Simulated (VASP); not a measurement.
Input of a VASP 6.6.1 run:

INCAR

```
SYSTEM = MgO
PREC = Accurate
ENCUT = 600
EDIFF = 1E-6
ISMEAR = -1
SIGMA = 0.02
LREAL = .FALSE.
LASPH = .TRUE.
NELM = 120
ALGO = Normal
ISIF = 2
LWAVE = .FALSE.
LCHARG = .FALSE.
GGA = PE
NBANDS = 11
GGA_COMPAT = .FALSE.
```

The input KPOINTS:

```
Automatic mesh
0
G
  13 13 13
  0 0 0
```

The input POSCAR:

```
MgO
1.0
    0.0000000000      2.0049526119      2.0049526119
    2.0049526119      0.0000000000      2.0049526119
    2.0049526119      2.0049526119      0.0000000000
Mg O
1 1
Direct
    0.0000000000      0.0000000000      0.0000000000
    0.5000000000      0.5000000000      0.5000000000
```

Potentials or basis: VASP PAW PBE potentials, release 64 (Mg, O).

Run with:

```bash
$ cat potpaw_PBE.64/Mg/POTCAR potpaw_PBE.64/O/POTCAR > POTCAR
$ mpirun -np 1 vasp_std > vasp.out
```

Question: What does it give for the band gap on the k mesh?

Answer: 6.30 eV.

Question: Predict the pressure.

Answer: 37.1 GPa.

Caveat: the cell stands under pressure; an odd mesh through Γ misses points on the zone boundary, where band edges can lie.
